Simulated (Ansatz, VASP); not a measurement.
# Hf4C in VASP and in Ansatz

File INCAR:

```
PREC = Accurate
ENCUT = 600
EDIFF = 1E-7
ISMEAR = 0
SIGMA = 0.1
LREAL = False
LASPH = True
NELM = 100
ALGO = Normal
ISIF = 3
LWAVE = False
LCHARG = False
GGA = PE
IBRION = 2
NSW = 90
EDIFFG = -0.04
```

The input KPOINTS:

```
Automatic mesh
0
Gamma
  4 4 4
```

Contents of POSCAR:

```
Hf4C
1.0
   -3.0625374200      3.0625374200      3.0625374200
    3.0625374200     -3.0625374200      3.0625374200
    3.0625374200      3.0625374200     -3.0625374200
Hf C
4 1
Direct
    0.3495999900      0.3495999900      0.3495999900
    0.6504000100      0.0000000000      0.0000000000
    0.0000000000      0.0000000000      0.6504000100
    0.0000000000      0.6504000100      0.0000000000
    0.0000000000      0.0000000000      0.0000000000
```

Input for Ansatz:

```yaml
crystal:
  lattice:
    - [-3.06253742, 3.06253742, 3.06253742]
    - [3.06253742, -3.06253742, 3.06253742]
    - [3.06253742, 3.06253742, -3.06253742]
  atoms:
    - { symbol: Hf, position: [0.34959999, 0.34959999, 0.34959999] }
    - { symbol: Hf, position: [0.65040001, 0.0, 0.0] }
    - { symbol: Hf, position: [0.0, 0.0, 0.65040001] }
    - { symbol: Hf, position: [0.0, 0.65040001, 0.0] }
    - { symbol: C, position: [0.0, 0.0, 0.0] }
basis:
  ecutwfc: 420
kpoints:
  mp_grid: { grid: [4, 4, 4] }
hamiltonian:
  xc: pbe
scf:
  occupations: { method: gaussian, width: 0.1 }
  lower_state_search: "off"
output:
  forces: true
  stress: true
  eigenvalues: true
relax:
  adjacent_minimum: "off"
  f_tol: 0.04
  max_steps: 70
  cell: { stress_tol: 0.4 }
```

Change from the starting cell: species swapped into the GeF4 type (I-43m, No. 217).

Alike in both runs: task relaxation of cell and atoms; functional PBE; k mesh 4 × 4 × 4; occupations gaussian, width 0.1 eV; no spin polarisation.

```csv
,VASP,Ansatz
version,VASP 6.6.1,Ansatz 0.2.0
potentials or method,"VASP PAW PBE potentials, release 64 (Hf_pv, C), cutoff 600 eV","scalar-relativistic, plane waves, PAW"
valence electrons in the cell,44,108
```

```csv
,VASP,Ansatz,Ansatz less VASP
"gap on the k mesh at the Fermi level, each at its own relaxed structure (eV)",none,none,-
relaxed volume (Å³/atom),19.08,19.14,+0.063
relaxed length of the cell vector where the two differ most in proportion (Å),4.985,4.991,+0.0055
```

A gap of «none» marks a metal or a gap that the smearing closes. VASP's potentials hold 44 valence electrons a cell and Ansatz's 108, so a difference there can come from the potentials and not from the codes.

The k mesh is coarse, so the values compare programs but aren't converged. Spin-orbit coupling is off throughout. Noted on VASP's run: the volume moved by over 15 % at a fixed basis, so the end points are rough.
